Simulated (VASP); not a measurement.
# C in VASP: notebook

C is run at these levels: PBE+D3(BJ); tasks: relaxation of the atoms, single point.

Program: VASP 6.6.1. These are calculated values, not measurements. Logs are shortened: lines on timing, memory, paths and dates and some standing lists are left out, and cuts for length are marked.

### 1 The cell of the first run

The cell holds a slab with vacuum, 4 atoms: a = 2.466 Å, b = 2.466 Å, c = 17.500 Å, α = 90.00°, β = 90.00°, γ = 120.00°.

### 2 Relaxation of the atoms, PBE+D3(BJ) (layers slid over each other)

Input file INCAR:

```
ALGO     = Normal         # electronic algorithm
DIPOL    = 0.5 0.5 0.356
EDIFF    = 1E-6           # SCF threshold, eV
EDIFFG   = -0.003         # ionic threshold
ENCUT    = 520            # plane-wave cutoff, eV
GGA      = PE             # functional
IBRION   = 2              # ionic algorithm
IDIPOL   = 3            
ISIF     = 2              # what is computed and relaxed
ISMEAR   = 0              # smearing method
IVDW     = 12             # dispersion correction
LASPH    = T              # aspherical terms in the spheres
LCHARG   = F              # write CHGCAR
LDIPOL   = T            
LREAL    = F              # projectors in reciprocal space
LWAVE    = F              # write WAVECAR
NELM     = 80             # most SCF steps
NSW      = 40             # ionic steps
PREC     = Accurate       # precision mode
SIGMA    = 0.1            # smearing width, eV
```

Input file KPOINTS:

```
k-points
0
Gamma
  15 15 1
```

Input file POSCAR:

```
C
1.0
    2.4656677093      0.0000000000      0.0000000000
   -1.2328338546      2.1353308736      0.0000000000
    0.0000000000      0.0000000000     17.5000661151
C
4
Selective dynamics
Direct
    0.6666666667      0.3333333333      0.2571384725  F F T
    0.3333333333      0.6666666667      0.2571418857  F F F
    0.8333333333      0.6666666667      0.4545962431  F F T
    1.1666666667      0.3333333333      0.4545964092  F F T
```

Potentials or basis: VASP PAW PBE potentials, release 64 (C).

Command:

```
cat potpaw_PBE.64/C/POTCAR > POTCAR
mpirun -np 1 vasp_std > vasp.out
```

OUTCAR:

```text
EDIFF = 1E-6
   EDIFFG = -0.003
   ENCUT = 520
   GGA = PE
   IBRION = 2
   ISIF = 2
   ISMEAR = 0
   IVDW = 12
   LASPH = T
   LREAL = F
   NELM = 80
   NSW = 40
   PREC = Accurate
 IVDW          = 12

 ion  position               nearest neighbor table
   1  0.667  0.333  0.257-   2 1.42   2 1.42   2 1.42
   2  0.333  0.667  0.257-   1 1.42   1 1.42   1 1.42
   3  0.833  0.667  0.455-   4 1.42   4 1.42   4 1.42
   4  0.167  0.333  0.455-   3 1.42   3 1.42   3 1.42

  LATTYP: Found a hexagonal cell.
 ALAT       =     2.4656677093
 C/A-ratio  =     7.0974957611

  Lattice vectors:

 A1 = (   2.4656677093,   0.0000000000,   0.0000000000)
 A2 = (  -1.2328338546,   2.1353308736,   0.0000000000)
 A3 = (   0.0000000000,   0.0000000000,  17.5000661151)

Analysis of symmetry for initial positions (statically):
=====================================================================
 Subroutine PRICEL returns:
 Original cell was already a primitive cell.

 Routine SETGRP: Setting up the symmetry group for a
 hexagonal supercell.

 Subroutine GETGRP returns: Found  8 space group operations
 (whereof  4 operations were pure point group operations)
 out of a pool of 24 trial point group operations.

The static configuration has the point symmetry C_2v.
 The point group associated with its full space group is D_2h.

Analysis of symmetry for dynamics (positions and initial velocities):
=====================================================================
 Subroutine PRICEL returns:
 Original cell was already a primitive cell.

 Routine SETGRP: Setting up the symmetry group for a
 hexagonal supercell.

 Subroutine GETGRP returns: Found  8 space group operations
 (whereof  4 operations were pure point group operations)
 out of a pool of 24 trial point group operations.

The dynamic configuration has the point symmetry C_2v.
 The point group associated with its full space group is D_2h.

Analysis of constrained symmetry for selective dynamics:
=====================================================================
 Subroutine PRICEL returns:
 Original cell was already a primitive cell.

 Routine SETGRP: Setting up the symmetry group for a
 hexagonal supercell.

 Subroutine GETGRP returns: Found  2 space group operations
 (whereof  2 operations were pure point group operations)
 out of a pool of 24 trial point group operations.

The constrained configuration has the point symmetry C_1h.

 Subroutine INISYM returns: Found  2 space group operations
 (whereof  2 operations are pure point group operations),
 and found     1 'primitive' translations

----------------------------------------------------------------------------------------

                                     Primitive cell

  volume of cell :      92.1381

  direct lattice vectors                    reciprocal lattice vectors
     2.465667709  0.000000000  0.000000000     0.405569654  0.234155749  0.000000000
    -1.232833855  2.135330874  0.000000000     0.000000000  0.468311498  0.000000000
     0.000000000  0.000000000 17.500066115     0.000000000  0.000000000  0.057142641

  length of vectors
     2.465667709  2.465667709 17.500066115     0.468311498  0.468311498  0.057142641

  position of ions in fractional coordinates (direct lattice)
     0.666666667  0.333333333  0.257138473
     0.333333333  0.666666667  0.257141886
     0.833333333  0.666666667  0.454596243
     0.166666667  0.333333333  0.454596409

  ion indices of the primitive-cell ions
   primitive index   ion index
                 1           1
                 2           2
                 3           3
                 4           4

----------------------------------------------------------------------------------------

 KPOINTS: k-points

Automatic generation of k-mesh.
 Grid dimensions read from file:
 generate k-points for:   15   15    1

 Generating k-lattice:

  Cartesian coordinates                     Fractional coordinates (reciprocal lattice)
     0.027037977  0.015610383  0.000000000     0.066666667  0.000000000  0.000000000
     0.000000000  0.031220767  0.000000000     0.000000000  0.066666667  0.000000000
     0.000000000  0.000000000  0.057142641     0.000000000  0.000000000  1.000000000

  Length of vectors
     0.031220767  0.031220767  0.057142641

  Shift w.r.t. Gamma in fractional coordinates (k-lattice)
     0.000000000  0.000000000  0.000000000

 Subroutine IBZKPT returns following result:
 ===========================================

 Found     64 irreducible k-points:

 Following reciprocal coordinates:
            Coordinates               Weight
  0.000000  0.000000  0.000000      1.000000
  0.066667  0.000000  0.000000      4.000000
  0.000000  0.066667  0.000000      2.000000
  0.133333  0.000000  0.000000      4.000000
  0.000000  0.133333  0.000000      2.000000
  0.200000  0.000000  0.000000      4.000000
[... 16 lines left out ...]
 -0.266667  0.200000  0.000000      4.000000
  0.266667  0.066667  0.000000      4.000000
 [... further k-points ...]
   k-points           NKPTS =     64   k-points in BZ     NKDIM =     64   number of bands    NBANDS=     12
   number of dos      NEDOS =    301   number of ions     NIONS =      4
   total plane-waves  NPLWV =  45360
   dimension x,y,z NGX =    18 NGY =   18 NGZ =  140
   dimension x,y,z NGXF=    36 NGYF=   36 NGZF=  280
   ions per type =               4
   NGX,Y,Z   is equivalent  to a cutoff of  12.14, 12.14, 13.30 a.u.
   NGXF,Y,Z  is equivalent  to a cutoff of  24.27, 24.27, 26.60 a.u.
 SYSTEM =  unknown system
   PREC   = accura    normal or accurate (medium, high low for compatibility)
   ISTART =      0    job   : 0-new  1-cont  2-samecut
   ICHARG =      2    charge: 1-file 2-atom 10-const
   ISPIN  =      1    spin polarized calculation?
   LNONCOLLINEAR =      F non collinear calculations
   LSORBIT =      F    spin-orbit coupling
   LASPH  =      T    aspherical Exc in radial PAW
   ENCUT  =  520.0 eV  38.22 Ry    6.18 a.u.   4.58  4.58 32.54*2*pi/ulx,y,z
   NELM   =     80;   NELMIN=  2; NELMDL= -5     # of ELM steps
   EDIFF  = 0.1E-05   stopping-criterion for ELM
   LREAL  =      F    real-space projection
   EDIFFG = -.3E-02   stopping-criterion for IOM
   NSW    =     40    number of steps for IOM
   IBRION =      2    ionic relax: 0-MD 1-quasi-New 2-CG
   NFREE  =      1    steps in history (QN), initial steepest desc. (CG)
   ISIF   =      2    stress and relaxation
   ISYM   =      2    0-nonsym 1-usesym 2-fastsym
   POTIM  = 0.5000    time-step for ionic-motion
   TEBEG  =    0.0;   TEEND  =   0.0 temperature during run
   PSTRESS=    0.0 pullay stress
   NELECT =      16.0000    total number of electrons
   NUPDOWN=      -1.0000    fix difference up-down
   EMIN   =  10.00;   EMAX   =-10.00  energy-range for DOS
   EFERMI =   0.00;   METHOD = LEGACY
   ISMEAR =     0;   SIGMA  =   0.10  broadening in eV -4-tet -1-fermi 0-gaus
   EFERMI_NEDOS =   21; number of points for ismear=-14 and -15
   IALGO  =     38    algorithm
   IMIX   =      4    mixing-type and parameters
     AMIX     =   0.40;   BMIX     =  1.00
     AMIX_MAG =   1.60;   BMIX_MAG =  1.00
  volume/ion in A,a.u.               =      23.03       155.44
  Fermi-wavevector in a.u.,A,eV,Ry     =   0.913345  1.725972 11.349976  0.834200
  Thomas-Fermi vector in A             =   2.037846
   LORBIT       =      0    0 simple, 1 ext, 2 COOP (PROOUT), +10 PAW based schemes
   GGA     = PE    functional components
   LHFCALC =     F    Hartree Fock is set to
   AEXX    =    0.0000 exact exchange contribution
   IVDW    =    12    specifies the selected vdW correction
   LEPSILON=     F    determine dielectric tensor
   LRPA    =     F    only Hartree local field effects (RPA)
 conjugate gradient relaxation of ions
 non-spin polarized calculation
 Gauss-broadening in eV      SIGMA  =   0.10
  energy-cutoff  :      520.00
  volume of cell :       92.14
 maximum number of plane-waves:      2521
   NGX =  9   NGY =  9   NGZ = 65

--------------------------------------- Ionic step        1  -------------------------------------------

 number of electron      15.9999996 magnetization

 Free energy of the ion-electron system (eV)
  ---------------------------------------------------
  ext. energy  EPLUGINS =         0.00000000
  ---------------------------------------------------
  free energy    TOTEN  =       -36.88065113 eV

  energy without entropy =      -36.88023937  energy(sigma->0) =      -36.88044525

------------------------ aborting loop because EDIFF is reached ----------------------------------------

 Edisp (eV)   -0.46990

 E8    (eV) :    -0.1401

  FORCE on cell =-STRESS in cart. coord.  units (eV):
  Direction    XX          YY          ZZ          XY          YZ          ZX
  --------------------------------------------------------------------------------------
  -------------------------------------------------------------------------------------
  Total       0.14619     0.09839    -0.06275     0.00000     0.00000     0.00000
  in kB       2.54215     1.71088    -1.09113     0.00000     0.00005     0.00000
  external pressure =        1.05 kB  Pullay stress =        0.00 kB
[... 103 lines left out ...]
  FREE ENERGIE OF THE ION-ELECTRON SYSTEM (eV)
  ---------------------------------------------------
  free  energy   TOTEN  =       -37.3505569760 eV

  energy  without entropy=      -37.3501468256  energy(sigma->0) =      -37.35035190

 dipolmoment           0.000000      0.000000      0.000001 electrons x Angstroem

[... ionic steps 4 to 15 ...]

--------------------------------------- Ionic step       16  -------------------------------------------

 number of electron      15.9999997 magnetization

------------------------ aborting loop because EDIFF is reached ----------------------------------------

 Edisp (eV)   -0.47250

 E8    (eV) :    -0.1410
[... 73 lines left out ...]
  energy  without entropy=      -37.3503752600  energy(sigma->0) =      -37.35056279

--------------------------------------- Ionic step       18  -------------------------------------------

 number of electron      15.9999997 magnetization

 dipolmoment           0.000000      0.000000     -0.000006 electrons x Angstroem

 Free energy of the ion-electron system (eV)
  ---------------------------------------------------
  ext. energy  EPLUGINS =         0.00000000
  ---------------------------------------------------
  free energy    TOTEN  =       -36.87821531 eV

  energy without entropy =      -36.87784003  energy(sigma->0) =      -36.87802767

 E-fermi :  -0.8371     XC(G=0):  -4.4369

 val. band max:       -0.9362491384   @ k =   0.3333   0.3333   0.0000
 cond. band min:      -0.7378950318   @ k =   0.3333   0.3333   0.0000
 fundamental gap:      0.1983541066
 Fermi energy:        -0.8370664302

 k-point     1 :       0.0000    0.0000    0.0000
  band No.  band energies     occupation
      1     -20.4114      2.00000
      2     -20.2840      2.00000
      3      -8.8724      2.00000
      4      -7.9980      2.00000
      5      -3.8714      2.00000
      6      -3.8670      2.00000
      7      -3.8621      2.00000
      8      -3.8567      2.00000
      9       2.5661      0.00000
     10       3.0251      0.00000
     11       3.9677      0.00000
     12       5.7273      0.00000
[... 331 lines left out ...]
 k-point    24 :       0.2667    0.0667    0.0000
  band No.  band energies     occupation
      1     -18.2244      2.00000
      2     -18.1142      2.00000
      3      -9.5818      2.00000
      4      -9.5340      2.00000
      5      -6.6762      2.00000
      6      -6.6622      2.00000
      7      -6.2834      2.00000
      8      -5.5065      2.00000
      9       4.7612      0.00000
     10       5.0804      0.00000
     11       5.5255      0.00000
     12       6.0342      0.00000

 [... further k-points ...]

------------------------ aborting loop because EDIFF is reached ----------------------------------------

 vacuum level on the upper side and lower side of the slab       (xc-potential included)        -0.011        -0.010

 Edisp (eV)   -0.47254

 E8    (eV) :    -0.1410

  FORCE on cell =-STRESS in cart. coord.  units (eV):
  Direction    XX          YY          ZZ          XY          YZ          ZX
  --------------------------------------------------------------------------------------
  -------------------------------------------------------------------------------------
  Total       0.14522     0.09315    -0.03645     0.00000    -0.00001    -0.00000
  in kB       2.52520     1.61977    -0.63380     0.00000    -0.00019    -0.00000
  external pressure =        1.17 kB  Pullay stress =        0.00 kB
[... 19 lines left out ...]
  FREE ENERGIE OF THE ION-ELECTRON SYSTEM (eV)
  ---------------------------------------------------
  free  energy   TOTEN  =       -37.3507504996 eV

  energy  without entropy=      -37.3503752154  energy(sigma->0) =      -37.35056286

 reached required accuracy - stopping structural energy minimisation

 vacuum level on the upper side and lower side of the slab         3.428         3.427
```

Run time: 5.2 min. Hardware: 1 thread of AMD EPYC 7R43 (Zen 3), shared host; peak memory 0.2 GiB.

What came out:

```yaml
Free_energy: -37.3508 eV
Energy_gained_by_relaxing: 0.1 meV/atom
Ionic_steps: 18
Dispersion_energy_per_atom: -0.118 eV
```

The path:
```tsv
step	energy change (eV)	largest force on free atoms (eV/Å)	pressure (GPa)
1	0.0000	0.0065	0.11
2	0.0000	0.0056	0.11
3	0.0000	0.0102	0.11
4	0.0000	0.0095	0.11
5	0.0000	0.0103	0.11
6	0.0000	0.0103	0.11
7	-0.0001	0.0113	0.11
8	-0.0001	0.0132	0.11
9	-0.0002	0.0168	0.11
10	-0.0002	0.0193	0.12
11	-0.0002	0.0080	0.12
12	-0.0002	0.0084	0.12
13	-0.0002	0.0113	0.12
14	-0.0002	0.0066	0.12
15	-0.0002	0.0065	0.12
16	-0.0002	0.0055	0.12
17	-0.0002	0.0045	0.12
18	-0.0002	0.0024	0.12
```

Final structure:
```cif
data_structure
_symmetry_space_group_name_H-M 'P 1'
_symmetry_Int_Tables_number 1
_cell_length_a 2.4657
_cell_length_b 2.4657
_cell_length_c 17.5001
_cell_angle_alpha 90.000
_cell_angle_beta 90.000
_cell_angle_gamma 120.000
_cell_volume 92.14
loop_
_atom_site_label
_atom_site_type_symbol
_atom_site_fract_x
_atom_site_fract_y
_atom_site_fract_z
_atom_site_occupancy
C1 C 0.66667 0.33333 0.25716 1
C2 C 0.33333 0.66667 0.25714 1
C3 C 0.83333 0.66667 0.45301 1
C4 C 0.16667 0.33333 0.45301 1
```

Caveat: the cell differs from its parent crystal (layers slid over each other).

### 3 Single point, PBE+D3(BJ) (layers slid over each other, then relaxed in part)

Input file INCAR:

```
SYSTEM = C
PREC = Accurate ; ENCUT = 520
EDIFF = 1E-7 ; ISMEAR = 0
SIGMA = 0.1 ; LREAL = .False.
LASPH = .True. ; NELM = 60
ALGO = Normal ; ISIF = 2
LWAVE = .False. ; LCHARG = .False.
LDIPOL = .True. ; IDIPOL = 3
DIPOL = 0.5 0.5 0.355 ; GGA = PE
IVDW = 12 ; NBANDS = 16
```

Input file KPOINTS:

```
Automatic mesh
0
Gamma
  15 15 1
  0 0 0
```

Input file POSCAR:

```
C
1.0
    2.4656677093      0.0000000000      0.0000000000
   -1.2328338546      2.1353308736      0.0000000000
    0.0000000000      0.0000000000     17.5000661151
C
4
Direct
    0.6666666666      0.3333333333      0.2571354228
    0.3333333333      0.6666666667      0.2571401791
    0.8333333333      0.6666666667      0.4523810152
    1.1666666666      0.3333333333      0.4523810486
```

Potentials or basis: VASP PAW PBE potentials, release 64 (C).

Command:

```
cat potpaw_PBE.64/C/POTCAR > POTCAR
mpirun -np 1 vasp_std > vasp.out
```

Wall time 86 s (1 thread of Intel Xeon 6975P-C (Granite Rapids), shared host); peak memory 0.23 GiB.

Results (log left out):

| Quantity | Value |
| --- | --- |
| Free energy | -37.3508 eV |
| Dispersion energy per atom | -0.118 eV |

Forces on the atoms (eV/Å):
```
C    0.000  0.002  0.000
C    0.000 -0.002  0.000
C    0.000 -0.002  0.000
C    0.000  0.002  0.000
```

Caveat: the cell differs from its parent crystal (layers slid over each other, then relaxed in part).
